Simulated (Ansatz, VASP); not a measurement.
**One calculation of NaI, two programs**

File POSCAR:

```
NaI
1.0
    0.0000000000      3.5431916338      3.4900437593
    3.5431916338      0.0000000000      3.4900437593
    3.5431916338      3.5431916338      0.0000000000
Na I
1 1
Direct
    0.0000000000      0.0000000000      0.0000000000
    0.2500000000      0.2500000000      0.2500000000
```

File INCAR.step1:

```
SYSTEM = NaI
  PREC = Accurate
  ENCUT = 520
  EDIFF = 1E-5
  ISMEAR = 0
  SIGMA = 0.01
  LREAL = .False.
  LASPH = .True.
  NELM = 60
  ALGO = Normal
  ISIF = 2
  LWAVE = .True.
  LCHARG = .False.
  GGA = PE
  NBANDS = 14
```

The input INCAR.step2:

```
SYSTEM = NaI
  PREC = Accurate
  ENCUT = 520
  EDIFF = 1E-6
  ISMEAR = 0
  SIGMA = 0.01
  LREAL = .False.
  LASPH = .True.
  NELM = 60
  ALGO = Normal
  ISIF = 2
  LWAVE = .False.
  LCHARG = .False.
  GGA = PE
  LHFCALC = .True.
  HFSCREEN = 0.2079
  PRECFOCK = Normal
  ISTART = 1
  NBANDS = 14
```

Contents of KPOINTS:

```
Automatic mesh
0
Gamma
  4 4 4
  0 0 0
```

Input for Ansatz:

```yaml
crystal:
  lattice:
    - [0.0, 3.5431916338, 3.4900437593]
    - [3.5431916338, 0.0, 3.4900437593]
    - [3.5431916338, 3.5431916338, 0.0]
  atoms:
    - { symbol: Na, position: [0.0, 0.0, 0.0] }
    - { symbol: I, position: [0.25, 0.25, 0.25] }
kpoints:
  mp_grid: { grid: [4, 4, 4] }
  band_path:
    path:
      - [0.0, 0.0, 0.0]
      - [-0.5, -0.5, 0.0]
      - [-0.375, -0.375, 0.25]
      - [-0.375, 0.0, 0.375]
      - [0.0, 0.0, 0.5]
      - [-0.5, -0.25, 0.25]
    npoints: 1
hamiltonian:
  xc: hse06
scf:
  occupations: { method: fixed }
  n_extra_bands: 4
output:
  forces: true
  stress: true
  eigenvalues: true
```

Change from the starting cell: uniaxial_z strain -1.5%.

Alike in both runs: task single point; functional HSE06; k mesh 4 × 4 × 4; no spin polarisation.

|  | VASP | Ansatz |
| --- | --- | --- |
| version | VASP 6.6.1 | Ansatz 0.2.0 |
| potentials or method | VASP PAW PBE potentials, release 64 (Na_pv, I) | plane waves, PAW |
| plane-wave cutoff (eV) | 520 | 420 |
| occupations | gaussian, width 0.01 eV | fixed |
| valence electrons in the cell | 14 | 26 |

|  | VASP | Ansatz | Ansatz less VASP |
| --- | --- | --- | --- |
| gap on the k mesh at the Fermi level (eV) | 4.81 | 4.83 | +0.015 |
| pressure (GPa) | 0.4 | 0.4 | -0.01 |

VASP's potentials hold 14 valence electrons a cell and Ansatz's 26, so a difference there can come from the potentials and not from the codes. Ansatz's warnings: stress exchange threshold loose, stress scf threshold loose.

Spin-orbit coupling is off throughout.
